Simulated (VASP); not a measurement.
Here is a VASP 6.6.1 calculation.

File INCAR:

```
SYSTEM = HfO2
PREC = Accurate
ENCUT = 520
EDIFF = 1E-6
ISMEAR = -1
SIGMA = 0.05
LREAL = .False.
LASPH = .True.
NELM = 80
ALGO = Normal
ISIF = 2
LWAVE = .False.
LCHARG = .True.
GGA = PS
LELF = .True.
LVHAR = .True.
NBANDS = 56
```

KPOINTS

```
regular mesh
0
Gamma
  5 5 5
  0 0 0
```

Contents of POSCAR:

```
HfO2
1.0
    5.2183784252      0.0000000000      0.0000000000
    0.0000000000      5.2874062132      0.0000000000
   -0.8755038659      0.0000000000      5.3161257910
Hf O
4 8
Direct
    0.2755000000      0.4603000000      0.7080000000
    0.7245000000      0.9603000000      0.7920000000
    0.7245000000      0.5397000000      0.2920000000
    0.2755000000      0.0397000000      0.2080000000
    0.0742000000      0.1684000000      0.8467000000
    0.9258000000      0.6684000000      0.6533000000
    0.9258000000      0.8316000000      0.1533000000
    0.0742000000      0.3316000000      0.3467000000
    0.4487000000      0.7419000000      0.9801000000
    0.5513000000      0.2419000000      0.5199000000
    0.5513000000      0.2581000000      0.0199000000
    0.4487000000      0.7581000000      0.4801000000
```

Potentials or basis: VASP PAW PBE potentials, release 64 (Hf_pv, O).

Run with:

```bash
$ cat potpaw_PBE.64/Hf_pv/POTCAR potpaw_PBE.64/O/POTCAR > POTCAR
$ mpirun -np 1 vasp_std > vasp.out
```

(1) Predict the band gap on the k mesh.

(2) Estimate the largest force.

(3) Estimate the pressure.

Results:

(1) 3.86 eV (least direct gap 3.94 eV).

(2) 0.337 eV/Å.

(3) -16.8 GPa.

Caveat: the cell stands under tension; the PAW data sets were made with another functional, which shifts forces and pressure a little; spin-orbit coupling is left out, which moves the levels of the heavy elements.
